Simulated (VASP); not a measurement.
# AlN (P1) in VASP: further runs

AlN is run at these levels: PBE; tasks: single point.

Everything below comes from runs of VASP 6.6.1. Logs are shortened: lines on timing, memory, paths and dates and some standing lists are left out, and cuts for length are marked.

## Step 1: The cell of the first run

The typed cell holds 4 atoms: a = 3.130 Å, b = 3.130 Å, c = 5.018 Å, α = 90.00°, β = 90.00°, γ = 120.00°.

## Step 2: Single point, PBE (atom 3 (N) moved -0.600 Å along Cartesian [1 1 0])

Input file INCAR:

```
PREC     = Accurate       # precision mode
ENCUT    = 520            # plane-wave cutoff, eV
EDIFF    = 1E-7           # SCF threshold, eV
ISMEAR   = 0              # smearing method
SIGMA    = 0.05           # smearing width, eV
LREAL    = False          # projectors in reciprocal space
LASPH    = True           # aspherical terms in the spheres
NELM     = 100            # most SCF steps
ALGO     = Normal         # electronic algorithm
ISIF     = 2              # what is computed and relaxed
LWAVE    = False          # write WAVECAR
LCHARG   = True           # write CHGCAR
GGA      = PE             # functional
LELF     = True           # ELF
LVHAR    = True         
NBANDS   = 16             # bands
```

Input file KPOINTS:

```
Automatic mesh
0
Gamma
  12 12 6
```

Input file POSCAR:

```
AlN
1.0
    3.1302395629      0.0000000000      0.0000000000
   -1.5651197815      2.7108669814      0.0000000000
    0.0000000000      0.0000000000      5.0179796548
Al N
2 2
Direct
    0.3333333333      0.6666666667      0.0017287175
    0.6666666667      0.3333333333      0.5017287175
    0.1195436123      0.5101617287      0.3832712825
    0.6666666667      0.3333333333      0.8832712825
```

Potentials or basis: VASP PAW PBE potentials, release 64 (Al, N).

Started as:

```console
$ cat potpaw_PBE.64/Al/POTCAR potpaw_PBE.64/N/POTCAR > POTCAR
$ mpirun -np 1 vasp_std > vasp.out
```

OUTCAR:

```text
PREC = Accurate
   ENCUT = 520
   EDIFF = 1E-7
   ISMEAR = 0
   LREAL = False
   LASPH = True
   NELM = 100
   ISIF = 2
   GGA = PE

 ion  position               nearest neighbor table
   1  0.333  0.667  0.002-   4 1.90   4 1.90   4 1.90   3 2.01   2 3.09   2 3.09   2 3.09   2 3.09
                             2 3.09   2 3.09
   2  0.667  0.333  0.502-   3 1.37   4 1.91   3 2.13   3 2.35   1 3.09   1 3.09   1 3.09   1 3.09
                             1 3.09   1 3.09
   3  0.120  0.510  0.383-   2 1.37   1 2.01   2 2.13   2 2.35
   4  0.667  0.333  0.883-   1 1.90   1 1.90   1 1.90   2 1.91

  LATTYP: Found a hexagonal cell.
 ALAT       =     3.1302395629
 C/A-ratio  =     1.6030656932

  Lattice vectors:

 A1 = (   3.1302395629,   0.0000000000,   0.0000000000)
 A2 = (  -1.5651197815,   2.7108669814,   0.0000000000)
 A3 = (   0.0000000000,   0.0000000000,   5.0179796548)

Analysis of symmetry for initial positions (statically):
=====================================================================
 Subroutine PRICEL returns:
 Original cell was already a primitive cell.

 Routine SETGRP: Setting up the symmetry group for a
 hexagonal supercell.

 Subroutine GETGRP returns: Found  1 space group operations
 (whereof  1 operations were pure point group operations)
 out of a pool of 24 trial point group operations.

The static configuration has the point symmetry C_1 .

Analysis of symmetry for dynamics (positions and initial velocities):
=====================================================================
 Subroutine PRICEL returns:
 Original cell was already a primitive cell.

 Routine SETGRP: Setting up the symmetry group for a
 hexagonal supercell.

 Subroutine GETGRP returns: Found  1 space group operations
 (whereof  1 operations were pure point group operations)
 out of a pool of 24 trial point group operations.

The dynamic configuration has the point symmetry C_1 .

 Subroutine INISYM returns: Found  1 space group operations
 (whereof  1 operations are pure point group operations),
 and found     1 'primitive' translations

----------------------------------------------------------------------------------------

                                     Primitive cell

  volume of cell :      42.5809

  direct lattice vectors                    reciprocal lattice vectors
     3.130239563  0.000000000  0.000000000     0.319464367  0.184442838  0.000000000
    -1.565119781  2.710866981  0.000000000     0.000000000  0.368885676  0.000000000
     0.000000000  0.000000000  5.017979655     0.000000000  0.000000000  0.199283391

  length of vectors
     3.130239563  3.130239563  5.017979655     0.368885676  0.368885676  0.199283391

  position of ions in fractional coordinates (direct lattice)
     0.333333333  0.666666667  0.001728718
     0.666666667  0.333333333  0.501728718
     0.119543612  0.510161729  0.383271282
     0.666666667  0.333333333  0.883271282

  ion indices of the primitive-cell ions
   primitive index   ion index
                 1           1
                 2           2
                 3           3
                 4           4

----------------------------------------------------------------------------------------

 KPOINTS: Automatic mesh

Automatic generation of k-mesh.
 Grid dimensions read from file:
 generate k-points for:   12   12    6

 Generating k-lattice:

  Cartesian coordinates                     Fractional coordinates (reciprocal lattice)
     0.026622031  0.015370237  0.000000000     0.083333333 -0.000000000  0.000000000
     0.000000000  0.030740473  0.000000000     0.000000000  0.083333333  0.000000000
     0.000000000  0.000000000  0.033213898     0.000000000  0.000000000  0.166666667

  Length of vectors
     0.030740473  0.030740473  0.033213898

  Shift w.r.t. Gamma in fractional coordinates (k-lattice)
     0.000000000  0.000000000  0.000000000

 Subroutine IBZKPT returns following result:
 ===========================================

 Found    436 irreducible k-points:

 Following reciprocal coordinates:
            Coordinates               Weight
  0.000000  0.000000  0.000000      1.000000
  0.083333  0.000000  0.000000      2.000000
  0.000000  0.083333  0.000000      2.000000
 -0.083333  0.083333  0.000000      2.000000
  0.166667  0.000000  0.000000      2.000000
  0.000000  0.166667  0.000000      2.000000
[... 16 lines left out ...]
  0.166667  0.083333  0.000000      2.000000
 -0.083333  0.250000  0.000000      2.000000
 [... further k-points ...]
   k-points           NKPTS =    436   k-points in BZ     NKDIM =    436   number of bands    NBANDS=     16
   number of dos      NEDOS =    301   number of ions     NIONS =      4
   total plane-waves  NPLWV =  23040
   dimension x,y,z NGX =    24 NGY =   24 NGZ =   40
   dimension x,y,z NGXF=    48 NGYF=   48 NGZF=   80
   ions per type =               2   2
   NGX,Y,Z   is equivalent  to a cutoff of  12.75, 12.75, 13.25 a.u.
   NGXF,Y,Z  is equivalent  to a cutoff of  25.49, 25.49, 26.50 a.u.
 SYSTEM =  unknown system
   PREC   = accura    normal or accurate (medium, high low for compatibility)
   ISTART =      0    job   : 0-new  1-cont  2-samecut
   ICHARG =      2    charge: 1-file 2-atom 10-const
   ISPIN  =      1    spin polarized calculation?
   LNONCOLLINEAR =      F non collinear calculations
   LSORBIT =      F    spin-orbit coupling
   LASPH  =      T    aspherical Exc in radial PAW
   ENCUT  =  520.0 eV  38.22 Ry    6.18 a.u.   5.82  5.82  9.33*2*pi/ulx,y,z
   NELM   =    100;   NELMIN=  2; NELMDL= -5     # of ELM steps
   EDIFF  = 0.1E-06   stopping-criterion for ELM
   LREAL  =      F    real-space projection
   EDIFFG = 0.1E-05   stopping-criterion for IOM
   NSW    =      0    number of steps for IOM
   IBRION =     -1    ionic relax: 0-MD 1-quasi-New 2-CG
   NFREE  =      0    steps in history (QN), initial steepest desc. (CG)
   ISIF   =      2    stress and relaxation
   ISYM   =      2    0-nonsym 1-usesym 2-fastsym
   POTIM  = 0.5000    time-step for ionic-motion
   TEBEG  =    0.0;   TEEND  =   0.0 temperature during run
   PSTRESS=    0.0 pullay stress
   NELECT =      16.0000    total number of electrons
   NUPDOWN=      -1.0000    fix difference up-down
   EMIN   =  10.00;   EMAX   =-10.00  energy-range for DOS
   EFERMI =   0.00;   METHOD = LEGACY
   ISMEAR =     0;   SIGMA  =   0.05  broadening in eV -4-tet -1-fermi 0-gaus
   EFERMI_NEDOS =   21; number of points for ismear=-14 and -15
   IALGO  =     38    algorithm
   IMIX   =      4    mixing-type and parameters
     AMIX     =   0.40;   BMIX     =  1.00
     AMIX_MAG =   1.60;   BMIX_MAG =  1.00
  volume/ion in A,a.u.               =      10.65        71.84
  Fermi-wavevector in a.u.,A,eV,Ry     =   1.181345  2.232418 18.987951  1.395575
  Thomas-Fermi vector in A             =   2.317620
   LORBIT       =      0    0 simple, 1 ext, 2 COOP (PROOUT), +10 PAW based schemes
   GGA     = PE    functional components
   LHFCALC =     F    Hartree Fock is set to
   AEXX    =    0.0000 exact exchange contribution
   IVDW    =     0    specifies the selected vdW correction
   LEPSILON=     F    determine dielectric tensor
   LRPA    =     F    only Hartree local field effects (RPA)
 non-spin polarized calculation
 Gauss-broadening in eV      SIGMA  =   0.05
  energy-cutoff  :      520.00
  volume of cell :       42.58
 maximum number of plane-waves:      1170
   NGX = 11   NGY = 11   NGZ = 19

 number of electron      15.9999999 magnetization

 Free energy of the ion-electron system (eV)
  ---------------------------------------------------
  ext. energy  EPLUGINS =         0.00000000
  ---------------------------------------------------
  free energy    TOTEN  =       -24.51935629 eV

  energy without entropy =      -24.51935629  energy(sigma->0) =      -24.51935629

 E-fermi :   6.4595     XC(G=0): -10.7924

 val. band max:        6.1852951492   @ k =   0.0000   0.0000   0.0000
 cond. band min:       9.5177736544   @ k =   0.0000   0.0000   0.0000
 fundamental gap:      3.3324785052
 Fermi energy:         6.4595001847

 k-point     1 :       0.0000    0.0000    0.0000
  band No.  band energies     occupation
      1      -9.1407      2.00000
      2      -7.0452      2.00000
      3       0.0124      2.00000
      4       4.5968      2.00000
      5       5.2575      2.00000
      6       5.4935      2.00000
[... 8 lines left out ...]
     15      18.8037      0.00000
     16      20.1107      0.00000

 k-point     2 :       0.0833    0.0000    0.0000
  band No.  band energies     occupation
      1      -9.0540      2.00000
      2      -6.9987      2.00000
      3       0.1174      2.00000
      4       4.2473      2.00000
      5       5.0849      2.00000
      6       5.2118      2.00000
[... 8 lines left out ...]
     15      18.7259      0.00000
     16      19.5194      0.00000

 k-point     3 :       0.0000    0.0833    0.0000
  band No.  band energies     occupation
      1      -9.0589      2.00000
      2      -6.9933      2.00000
      3       0.1098      2.00000
      4       4.3230      2.00000
      5       4.9304      2.00000
      6       5.4262      2.00000
[... 8 lines left out ...]
     15      18.8563      0.00000
     16      19.4814      0.00000

 k-point     4 :      -0.0833    0.0833    0.0000
  band No.  band energies     occupation
      1      -9.0570      2.00000
      2      -6.9953      2.00000
      3       0.1130      2.00000
      4       4.2749      2.00000
      5       5.0217      2.00000
      6       5.3778      2.00000
[... 8 lines left out ...]
     15      18.8869      0.00000
     16      19.4280      0.00000
[... 324 lines left out ...]
 k-point    22 :      -0.1667    0.0833    0.0000
  band No.  band energies     occupation
      1      -8.8858      2.00000
      2      -6.9103      2.00000
      3       0.3232      2.00000
      4       3.6507      2.00000
      5       4.6091      2.00000
      6       5.0376      2.00000
[... 8 lines left out ...]
     15      18.6122      0.00000
     16      19.1733      0.00000

 k-point    23 :       0.1667    0.0833    0.0000
  band No.  band energies     occupation
      1      -8.5705      2.00000
      2      -6.7560      2.00000
      3       0.7128      2.00000
      4       2.8342      2.00000
      5       3.6756      2.00000
      6       4.6694      2.00000
[... 8 lines left out ...]
     15      18.7506      0.00000
     16      19.6195      0.00000

 k-point    24 :      -0.0833    0.2500    0.0000
  band No.  band energies     occupation
      1      -8.6041      2.00000
      2      -6.7156      2.00000
      3       0.6609      2.00000
      4       2.7485      2.00000
      5       3.8916      2.00000
      6       4.7888      2.00000
[... 8 lines left out ...]
     15      19.3305      0.00000
     16      19.8452      0.00000

 [... further k-points ...]

------------------------ aborting loop because EDIFF is reached ----------------------------------------

  FORCE on cell =-STRESS in cart. coord.  units (eV):
  Direction    XX          YY          ZZ          XY          YZ          ZX
  --------------------------------------------------------------------------------------
  -------------------------------------------------------------------------------------
  Total       22.0494853      2.1893779      6.0978509      9.8822815     -4.7607128    -12.6054779
  in kB      829.6489323     82.3790202    229.4418860    371.8374474   -179.1298181   -474.3022869
  external PRESSURE =     380.4899462 kB  Pullay stress =       0.0000000 kB

 VOLUME and BASIS-vectors are now :
 -----------------------------------------------------------------------------
  energy-cutoff  :      520.00
  volume of cell :       42.58
      direct lattice vectors                 reciprocal lattice vectors
     3.130239563  0.000000000  0.000000000     0.319464367  0.184442838  0.000000000
    -1.565119781  2.710866981  0.000000000     0.000000000  0.368885676  0.000000000
     0.000000000  0.000000000  5.017979655     0.000000000  0.000000000  0.199283391

 POSITION                                       TOTAL-FORCE (eV/Angst)
 -----------------------------------------------------------------------------------
     -0.00000      1.80724      0.00867        -0.572185     -0.641089      0.633957
      1.56512      0.90362      2.51766       -22.959687     -9.747317     11.097528
     -0.42426      1.38298      1.92325        24.135910     10.698260    -11.542763
      1.56512      0.90362      4.43224        -0.604039     -0.309854     -0.188722
 -----------------------------------------------------------------------------------
    total drift:                                0.000093      0.000121      0.000647

  FREE ENERGIE OF THE ION-ELECTRON SYSTEM (eV)
  ---------------------------------------------------
  free  energy   TOTEN  =       -24.5193562922 eV

  energy  without entropy=      -24.5193562922  energy(sigma->0) =      -24.51935629
```

Wall time 87 s (1 thread of Intel Xeon 6975P-C (Granite Rapids), shared host); peak memory 0.35 GiB.

What came out:

- Free energy: -24.5194 eV
- Pressure: 38.0 GPa
- Largest force: 28.814 eV/Å
- Band gap on the k mesh: 3.33 eV

Forces in eV/Å, atoms in the order of the input:
```
Al   -0.572  -0.641   0.634
Al  -22.960  -9.747  11.098
N    24.136  10.698 -11.543
N    -0.604  -0.310  -0.189
```

Stress tensor (GPa, compression positive):
```
 82.96  37.18 -47.43
 37.18   8.24 -17.91
-47.43 -17.91  22.94
```

Caveat: the cell differs from its parent crystal (atom 3 (N) moved -0.600 Å along Cartesian [1 1 0]); the stress differs along the axes, from 8 to 83 GPa; forces of over 1 eV/Å act on the atoms, so gaps and moduli don't describe the material at rest.

## Step 3: Single point, PBE (atom 3 (N) moved +0.600 Å along Cartesian [1 1 0])

Input file INCAR:

```
  PREC = Accurate
  ENCUT = 520
  EDIFF = 1E-6
  ISMEAR = 0
  SIGMA = 0.05
  LREAL = False
  LASPH = True
  NELM = 60
  ALGO = Normal
  ISIF = 2
  LWAVE = False
  LCHARG = False
  GGA = PE
  NBANDS = 16
```

KPOINTS is that of step 2.

POSCAR, as its differences from that of step 2:

```diff
@@ -10,3 +10,3 @@
     0.6666666667      0.3333333333      0.5017287175
-    0.1195436123      0.5101617287      0.3832712825
+    0.5471230544      0.8231716046      0.3832712825
     0.6666666667      0.3333333333      0.8832712825
```

Potentials or basis: VASP PAW PBE potentials, release 64 (Al, N).

Started as:

```console
$ cat potpaw_PBE.64/Al/POTCAR potpaw_PBE.64/N/POTCAR > POTCAR
$ mpirun -np 1 vasp_std > vasp.out
```

It took 93 s on 1 thread of Intel Xeon 6975P-C (Granite Rapids), shared host; peak memory 0.35 GiB.

The run converged. Its results:

* Free energy: -27.8172 eV
* Pressure: 14.9 GPa
* Largest force: 9.952 eV/Å
* Band gap on the k mesh: 2.80 eV

Forces on the atoms (eV/Å):
```
Al   0.660  0.623  0.498
Al  -1.627  8.103  3.670
N    0.964 -9.033 -4.065
N    0.004  0.307 -0.104
```

Stress tensor (GPa, compression positive):
```
  0.25 -17.30  -7.09
-17.30  38.20  14.18
 -7.09  14.18   6.31
```

Levels at points of the mesh, in eV from the valence-band top:
| k point | band 4 | band 5 | band 6 | band 7 | band 8 | band 9 | band 10 | band 11 | band 12 | band 13 |
| --- | --- | --- | --- | --- | --- | --- | --- | --- | --- | --- |
| (0.00, 0.00, 0.00) | -2.31 | -1.32 | -0.99 | -0.75 | 0.00 | 2.80 | 5.67 | 8.78 | 9.80 | 11.07 |
| (0.50, 0.00, 0.00) | -4.54 | -3.93 | -3.16 | -1.71 | -0.95 | 3.02 | 5.57 | 6.69 | 8.90 | 10.03 |
| (0.00, 0.50, 0.00) | -5.42 | -3.36 | -3.15 | -2.39 | -1.24 | 4.78 | 6.11 | 7.53 | 7.56 | 9.64 |
| (0.50, 0.50, 0.00) | -5.05 | -3.81 | -2.67 | -2.26 | -1.43 | 4.90 | 5.52 | 6.69 | 8.27 | 9.61 |
| (0.00, 0.00, 0.50) | -3.80 | -2.08 | -1.30 | -1.21 | -0.17 | 4.60 | 5.38 | 8.92 | 9.52 | 10.65 |
| (0.50, 0.00, 0.50) | -5.43 | -2.95 | -2.70 | -2.39 | -2.05 | 5.29 | 5.49 | 7.21 | 7.82 | 11.36 |
| (0.00, 0.50, 0.50) | -6.28 | -2.34 | -1.90 | -1.64 | -1.20 | 3.79 | 4.07 | 7.74 | 8.53 | 9.44 |
| (0.50, 0.50, 0.50) | -6.25 | -2.45 | -1.97 | -1.82 | -1.15 | 3.70 | 4.29 | 7.67 | 8.35 | 9.85 |

Caveat: the cell differs from its parent crystal (atom 3 (N) moved +0.600 Å along Cartesian [1 1 0]); the stress differs along the axes, from 0 to 38 GPa; forces of over 1 eV/Å act on the atoms, so gaps and moduli don't describe the material at rest. A k mesh can miss the band edges.
